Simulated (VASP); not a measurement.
# La (Im-3m) in VASP: notebook

The runs below take La through single point, with PBE, PBEsol.

Program: VASP 6.6.1. These are calculated values, not measurements. Logs are shortened: lines on timing, memory, paths and dates and some standing lists are left out, and cuts for length are marked.

**1. The cell of the first run**

It takes space group Im-3m (No. 229, cubic). Conventional cell: a = 4.248 Å, b = 4.248 Å, c = 4.248 Å, α = 90.00°, β = 90.00°, γ = 90.00°. La (site symmetry m-3m) has 14 La at 3.68 to 4.25 Å within 4.8 Å.

This isn't the form of La at room conditions, which is double hcp.

**2. Single point, PBE, non-collinear spin, zero start, spin-orbit coupling**

The input, INCAR:

```
SYSTEM = La
GGA = PE ; LSORBIT = .True.
MAGMOM = 0 0 0 ; LORBIT = 11
ISMEAR = 1 ; SIGMA = 0.1
LWAVE = .False. ; LCHARG = .False.
ISIF = 2 ; PREC = Accurate
LASPH = .True. ; LREAL = .False.
ALGO = Normal ; EDIFF = 1E-6
NELM = 200 ; GGA_COMPAT = .False.
ENCUT = 400 ; LMAXMIX = 6
```

The input, KPOINTS:

```
k-points
0
Gamma
  11 11 11
```

The input, POSCAR:

```
La
1.0
   -2.1238310710      2.1238310710      2.1238310710
    2.1238310710     -2.1238310710      2.1238310710
    2.1238310710      2.1238310710     -2.1238310710
La
1
Direct
    0.0000000000      0.0000000000      0.0000000000
```

Potentials or basis: VASP PAW PBE potentials, release 64 (La).

Launch:

```
cat potpaw_PBE.64/La/POTCAR > POTCAR
mpirun -np 1 vasp_ncl > vasp.out
```

OUTCAR:

```text
SYSTEM = La
   GGA = PE
   LSORBIT = .True.
   LORBIT = 11
   ISMEAR = 1
   ISIF = 2
   PREC = Accurate
   LASPH = .True.
   LREAL = .False.
   EDIFF = 1E-6
   NELM = 200
   ENCUT = 400

 Found     56 irreducible k-points:

 Following reciprocal coordinates:
            Coordinates               Weight
  0.000000  0.000000  0.000000      1.000000
  0.090909  0.000000  0.000000     12.000000
  0.181818  0.000000  0.000000     12.000000
  0.272727  0.000000  0.000000     12.000000
  0.363636  0.000000  0.000000     12.000000
  0.454545  0.000000  0.000000     12.000000
   k-points           NKPTS =     56   k-points in BZ     NKDIM =     56   number of bands    NBANDS=     18
   number of dos      NEDOS =    301   number of ions     NIONS =      1
   total plane-waves  NPLWV =  13824
   dimension x,y,z NGX =    24 NGY =   24 NGZ =   24
   dimension x,y,z NGXF=    48 NGYF=   48 NGZF=   48
   ions per type =               1
   NGX,Y,Z   is equivalent  to a cutoff of  10.85, 10.85, 10.85 a.u.
   NGXF,Y,Z  is equivalent  to a cutoff of  21.69, 21.69, 21.69 a.u.
 SYSTEM =  La
   PREC   = accura    normal or accurate (medium, high low for compatibility)
   ISTART =      0    job   : 0-new  1-cont  2-samecut
   ICHARG =      2    charge: 1-file 2-atom 10-const
   ISPIN  =      1    spin polarized calculation?
   LNONCOLLINEAR =      T non collinear calculations
   LSORBIT =      T    spin-orbit coupling
   LASPH  =      T    aspherical Exc in radial PAW
   ENCUT  =  400.0 eV  29.40 Ry    5.42 a.u.   6.00  6.00  6.00*2*pi/ulx,y,z
   NELM   =    200;   NELMIN=  2; NELMDL= -5     # of ELM steps
   EDIFF  = 0.1E-05   stopping-criterion for ELM
   LREAL  =      F    real-space projection
   EDIFFG = 0.1E-04   stopping-criterion for IOM
   NSW    =      0    number of steps for IOM
   IBRION =     -1    ionic relax: 0-MD 1-quasi-New 2-CG
   NFREE  =      0    steps in history (QN), initial steepest desc. (CG)
   ISIF   =      2    stress and relaxation
   ISYM   =      2    0-nonsym 1-usesym 2-fastsym
   POTIM  = 0.5000    time-step for ionic-motion
   TEBEG  =    0.0;   TEEND  =   0.0 temperature during run

   SCALEE = 1.0000    scale energy and forces
   PSTRESS=    0.0 pullay stress
   NELECT =      11.0000    total number of electrons
   NUPDOWN=      -1.0000    fix difference up-down
   EMIN   =  10.00;   EMAX   =-10.00  energy-range for DOS
   EFERMI =   0.00;   METHOD = LEGACY
   ISMEAR =     1;   SIGMA  =   0.10  broadening in eV -4-tet -1-fermi 0-gaus
   EFERMI_NEDOS =   21; number of points for ismear=-14 and -15
   IALGO  =     38    algorithm
   IMIX   =      4    mixing-type and parameters
     AMIX     =   0.40;   BMIX     =  1.00
[... 30 lines left out ...]
  ---------------------------------------------------
  ext. energy  EPLUGINS =         0.00000000
  ---------------------------------------------------
  free energy    TOTEN  =        -5.04617274 eV

  energy without entropy =       -5.04272855  energy(sigma->0) =       -5.04502467

 E-fermi :   7.5580     XC(G=0):  -9.4379

 val. band max:        7.5522012757   @ k =  -0.2727   0.2727   0.1818
 cond. band min:       7.5588928191   @ k =  -0.3636   0.3636   0.1818
 fundamental gap:      0.0066915434
 Fermi energy:         7.5580134837

 k-point     1 :       0.0000    0.0000    0.0000
  band No.  band energies     occupation
      1     -25.3725      1.00000
      2     -25.3725      1.00000
      3     -10.1133      1.00000
      4     -10.1133      1.00000
      5      -7.6341      1.00000
      6      -7.6341      1.00000
[... 103 lines left out ...]
      5      -8.5455      1.00000
      6      -8.5455      1.00000
[... 10 lines left out ...]
     17       9.3036     -0.00000
     18       9.3039     -0.00000

 [... further k-points ...]

------------------------ aborting loop because EDIFF is reached ----------------------------------------

  FORCE on cell =-STRESS in cart. coord.  units (eV):
  Direction    XX          YY          ZZ          XY          YZ          ZX
  --------------------------------------------------------------------------------------
  -------------------------------------------------------------------------------------
  Total       -0.0910204     -0.0910204     -0.0910204      0.0000000      0.0000000     -0.0000000
  in kB       -3.8056546     -3.8056546     -3.8056546      0.0000000      0.0000000     -0.0000000
  external PRESSURE =      -3.8056546 kB  Pullay stress =       0.0000000 kB

 VOLUME and BASIS-vectors are now :
 -----------------------------------------------------------------------------
  energy-cutoff  :      400.00
  volume of cell :       38.32
      direct lattice vectors                 reciprocal lattice vectors
    -2.123831071  2.123831071  2.123831071     0.000000000  0.235423620  0.235423620
     2.123831071 -2.123831071  2.123831071     0.235423620  0.000000000  0.235423620
     2.123831071  2.123831071 -2.123831071     0.235423620  0.235423620  0.000000000

 POSITION                                       TOTAL-FORCE (eV/Angst)
 -----------------------------------------------------------------------------------
      0.00000      0.00000      0.00000        -0.000000      0.000000      0.000000
 -----------------------------------------------------------------------------------
    total drift:                                0.000000     -0.000000      0.000000

  FREE ENERGIE OF THE ION-ELECTRON SYSTEM (eV)
  ---------------------------------------------------
  free  energy   TOTEN  =        -5.0461727361 eV

  energy  without entropy=       -5.0427285476  energy(sigma->0) =       -5.04502467

 Spin-Orbit-Coupling matrix elements

 Ion:    1  E_soc:     -0.6026456
 l=   1
     0.0000000    -0.0993318    -0.0993318
    -0.0993318     0.0000000    -0.0993318
    -0.0993318    -0.0993318     0.0000000
 l=   2
     0.0000000     0.0000902     0.0000000     0.0000902    -0.0010853
     0.0000902     0.0000000    -0.0008140     0.0000902    -0.0002713
     0.0000000    -0.0008140     0.0000000    -0.0008140     0.0000000
     0.0000902     0.0000902    -0.0008140     0.0000000    -0.0002713
    -0.0010853    -0.0002713     0.0000000    -0.0002713     0.0000000
 l=   3
     0.0000000    -0.0000113     0.0000000     0.0000000     0.0000000     0.0000002    -0.0000835
    -0.0000113     0.0000000    -0.0000188     0.0000000    -0.0000188    -0.0000301    -0.0000113
     0.0000000    -0.0000188     0.0000000    -0.0000407    -0.0000004    -0.0000434     0.0000000
     0.0000000     0.0000000    -0.0000407     0.0000000    -0.0000407     0.0000000     0.0000000
     0.0000000    -0.0000188    -0.0000004    -0.0000407     0.0000000    -0.0000434     0.0000000
     0.0000002    -0.0000301    -0.0000434     0.0000000    -0.0000434     0.0000000     0.0000002
    -0.0000835    -0.0000113     0.0000000     0.0000000     0.0000000     0.0000002     0.0000000

 total charge

# of ion       s       p       d       f       tot
--------------------------------------------------
    1        2.063   5.563   0.871   0.073   8.570

 magnetization (x)

# of ion       s       p       d       f       tot
--------------------------------------------------
    1        0.000   0.000   0.000   0.000   0.000

 magnetization (y)

# of ion       s       p       d       f       tot
--------------------------------------------------
    1       -0.000   0.000   0.000  -0.000  -0.000

 magnetization (z)

# of ion       s       p       d       f       tot
--------------------------------------------------
    1        0.000   0.000  -0.000   0.000   0.000
```

stdout:

```text
POSCAR found type information on POSCAR La
 POSCAR found :  1 types and       1 ions
 scaLAPACK will be used
 LDA part: xc-table for (Slater+PW92), standard interpolation
 POSCAR, INCAR and KPOINTS ok, starting setup
 FFT: planning ... GRIDC
 FFT: planning ... GRID_SOFT
 FFT: planning ... GRID
 WAVECAR not read
 entering main loop
```

It took 46 s on 1 thread of Intel Xeon Platinum 8259CL at 2.50GHz (Skylake/Cascade Lake), shared host; peak memory 0.23 GiB.

Results:

* Free energy: -5.0462 eV
* Pressure: -0.4 GPa
* Net moment: 0.00 μB per cell
* Valence electrons inside the program's atomic spheres: La 8.57

Moments on the atoms (μB; x, y, z):
```
La  0.00 0.00 0.00
```

**3. Single point, PBEsol**

The input, INCAR:

```
ALGO     = Normal         # electronic algorithm
EDIFF    = 1E-6           # SCF threshold, eV
ENCUT    = 520            # plane-wave cutoff, eV
GGA      = PS             # functional
ISIF     = 2              # what is computed and relaxed
ISMEAR   = -1             # smearing method
LASPH    = True           # aspherical terms in the spheres
LCHARG   = False          # write CHGCAR
LREAL    = False          # projectors in reciprocal space
LWAVE    = False          # write WAVECAR
NBANDS   = 12             # bands
NELM     = 60             # most SCF steps
PREC     = Accurate       # precision mode
SIGMA    = 0.05           # smearing width, eV
```

The input, KPOINTS:

```
k-points
0
Gamma
  9 9 9
```

POSCAR is that of step 2.

Potentials or basis: VASP PAW PBE potentials, release 64 (La).

Launch:

```
cat potpaw_PBE.64/La/POTCAR > POTCAR
mpirun -np 1 vasp_std > vasp.out
```

It took 43 s on 1 thread of AMD EPYC 7R43 (Zen 3), shared host; peak memory 0.12 GiB.

The run converged. Its results:

| Item | Value |
| --- | --- |
| Free energy | -5.1932 eV |
| Pressure | -2.6 GPa |
| Band gap on the k mesh | zero (an odd number of electrons rules out a gap without spin polarisation) |

Levels at points of the mesh, in eV from the Fermi level:
```tsv
k point	band 2	band 3	band 4	band 5	band 6	band 7	band 8	band 9
(0.00, 0.00, 0.00)	-15.89	-15.89	-15.89	-3.26	1.44	1.44	1.44	1.50
```

Caveat: the PAW data sets were made with another functional, which shifts forces and pressure a little; spin-orbit coupling is left out, which moves the levels of the heavy elements.

**4. Single point, PBEsol, non-collinear spin, zero start, spin-orbit coupling**

The input, INCAR:

```
PREC = Accurate
ENCUT = 520
EDIFF = 1E-6
ISMEAR = -1
SIGMA = 0.05
LREAL = F
LASPH = T
NELM = 150
ALGO = Fast
ISIF = 2
LWAVE = F
LCHARG = T
MAGMOM = 0 0 0
LORBIT = 11
LSORBIT = T
GGA_COMPAT = F
LORBMOM = T
LMAXMIX = 6
GGA = PS
LVHAR = T
NBANDS = 22
```

The input, KPOINTS:

```
Automatic mesh
0
Gamma
  9 9 9
```

POSCAR is that of step 3.

Launch:

```
cat potpaw_PBE.64/La/POTCAR > POTCAR
mpirun -np 1 vasp_ncl > vasp.out
```

It took 11 min on 1 thread of AMD EPYC 7R43 (Zen 3), shared host; peak memory 0.24 GiB.

It converged, with:

- Free energy: -5.4930 eV
- Pressure: -2.6 GPa
- Net moment: 0.00 μB per cell
- Valence electrons inside the program's atomic spheres: La 8.57

Moments on the atoms (μB; x, y, z):
```
La  0.00 0.00 0.00
```

Caveat: the PAW data sets were made with another functional, which shifts forces and pressure a little.

**5. Overview**

| level | spin | k mesh | cutoff (eV) | smearing | tolerance level | purpose | start | dipole correction | pressure (GPa) | moment (μB) |
| --- | --- | --- | --- | --- | --- | --- | --- | --- | --- | --- |
| PBE | non-collinear, zero start, SOC | 11 × 11 × 11 | 400 | methfessel-paxton 0.1 eV | tight | restart | from scratch | - | -0.4 | 0.00 |
| PBEsol | off | 9 × 9 × 9 | 520 | fermi-dirac 0.05 eV | - | - | - | no | -2.6 | - |
| PBEsol | non-collinear, zero start, SOC | 9 × 9 × 9 | 520 | fermi-dirac 0.05 eV | - | - | - | no | -2.6 | 0.00 |

Alike in all rows: task single point; potentials or basis VASP PAW PBE potentials, release 64 (La); cell as given.

The pressure there spans -2.6 GPa (PBEsol) to -0.4 GPa (PBE); a positive pressure means that this level wants a larger cell, a negative one a smaller.

Caveats: the PAW data sets were made with another functional, which shifts forces and pressure a little (at least some runs); spin-orbit coupling is left out, which moves the levels of the heavy elements (at least some runs).

Total energies depend on the potentials used, so only differences within one code and one set of settings carry meaning.
